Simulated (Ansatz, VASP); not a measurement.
## One calculation of CdInS2O, two programs

The input INCAR:

```
ALGO = Normal ; EDIFF = 1E-6
ENCUT = 520 ; GGA = PE
ISIF = 2 ; ISMEAR = 0
ISPIN = 2 ; LASPH = T
LCHARG = F ; LORBIT = 11
LREAL = F ; LWAVE = F
MAGMOM = 0 0 0 0 1 ; NBANDS = 34
NELM = 150 ; PREC = Accurate
SIGMA = 0.1
```

The input KPOINTS:

```
k-points
0
Gamma
  4 4 4
```

POSCAR

```
CdInS2O
1.0
    4.7040055100      0.0000000000      0.0000000000
    0.0000000000      4.7040055100      0.0000000000
    0.0000000000      0.0000000000      4.7040055100
Cd In S O
1 1 2 1
Direct
    0.5000000000      0.5000000000      0.5000000000
    0.0000000000      0.0000000000      0.0000000000
    0.5000000000      0.0000000000      0.0000000000
    0.0000000000      0.5000000000      0.0000000000
    0.0000000000      0.0000000000      0.5000000000
```

Input for Ansatz:

```yaml
crystal:
  lattice:
    - [4.70400551, 0.0, 0.0]
    - [0.0, 4.70400551, 0.0]
    - [0.0, 0.0, 4.70400551]
  atoms:
    - { symbol: Cd, position: [0.5, 0.5, 0.5] }
    - { symbol: In, position: [0.0, 0.0, 0.0] }
    - { symbol: S, position: [0.5, 0.0, 0.0] }
    - { symbol: S, position: [0.0, 0.5, 0.0] }
    - { symbol: O, position: [0.0, 0.0, 0.5], spin: 1.0 }
basis:
  ecutwfc: 420
kpoints:
  mp_grid: { grid: [4, 4, 4] }
hamiltonian:
  xc: pbe
scf:
  occupations: { method: gaussian, width: 0.1 }
  lower_state_search: "off"
output:
  forces: true
  stress: true
  eigenvalues: true
  populations: true
magnetization:
  spin_polarized: true
```

Alike in both runs: task single point; functional PBE; k mesh 4 × 4 × 4; occupations gaussian, width 0.1 eV; collinear spin.

|  | VASP | Ansatz |
| --- | --- | --- |
| version | VASP 6.6.1 | Ansatz 0.2.0 |
| potentials or method | VASP PAW PBE potentials, release 64 (Cd, In_d, S, O), cutoff 520 eV | scalar-relativistic, plane waves, PAW |
| valence electrons in the cell | 43 | 51 |

|  | VASP | Ansatz | Ansatz less VASP |
| --- | --- | --- | --- |
| gap on the k mesh at the Fermi level (eV) | none | none | - |
| pressure (GPa) | 3.4 | 4.1 | +0.70 |
| traceless stress, the component that is largest in VASP (GPa) | -15.78 | -16.22 | -0.442 |
| net moment per atom (μB) | 0.00 | 0.19 | +0.188 |
| size of the moment on the site where the two differ most (μB) | 0.00 | 0.57 | +0.567 |

The net moments are unlike, so the other rows may belong to different states. Site moments also hang on the region over which each program counts them. A gap of «none» marks a metal or a gap that the smearing closes. VASP's potentials hold 43 valence electrons a cell and Ansatz's 51, so a difference there can come from the potentials and not from the codes.
